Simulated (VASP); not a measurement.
Here is a VASP 6.6.1 calculation.

INCAR

```
SYSTEM = BiSb
ALGO = Normal
EDIFF = 1E-6
EDIFFG = -0.005
ENCUT = 600
IBRION = 2
ISIF = 3
ISMEAR = -1
LASPH = .TRUE.
LCHARG = .FALSE.
LREAL = .FALSE.
LWAVE = .FALSE.
NELM = 80
NSW = 60
PREC = Accurate
PSTRESS = 310.0
SIGMA = 0.1
```

Contents of KPOINTS:

```
k-points
0
G
  12 12 12
  0 0 0
```

The input POSCAR:

```
BiSb
1.0
    3.5436843837      0.0000000000      0.0000000000
    0.0000000000      3.5436843837      0.0000000000
    0.0000000000      0.0000000000      3.5436843837
Sb Bi
1 1
Direct
    0.0000000000      0.0000000000      0.0000000000
    0.5000000000      0.5000000000      0.5000000000
```

Potentials or basis: VASP PAW LDA potentials, release 64 (Sb, Bi_d).

Launch:

```bash
$ cat potpaw_LDA.64/Sb/POTCAR potpaw_LDA.64/Bi_d/POTCAR > POTCAR
$ mpirun -np 1 vasp_std > vasp.out
```

Problem. Estimate the relaxed volume.

Solution. 21.41 Å³/atom.

Problem. Predict the space group after relaxing (to 0.1 Å).

Solution. Pm-3m (No. 221).

Problem. Estimate the relaxed cell.

Solution. a = 3.499 Å, b = 3.499 Å, c = 3.499 Å, α = 90.00°, β = 90.00°, γ = 90.00°.

The path:
```tsv
step	energy change (eV)	largest force (eV/Å)	pressure (GPa)	volume (Å³)
1	0.0000	0.0000	23.97	44.50
2	1.4287	0.0000	56.04	38.51
3	0.2779	0.0000	30.68	42.86
4	0.2901	0.0000	30.85	42.80
5	0.3002	0.0000	31.10	42.75
6	0.2859	0.0000	30.99	42.82
```

Caveat: the cell is relaxed towards a set pressure, so the run minimises the enthalpy, not the energy.
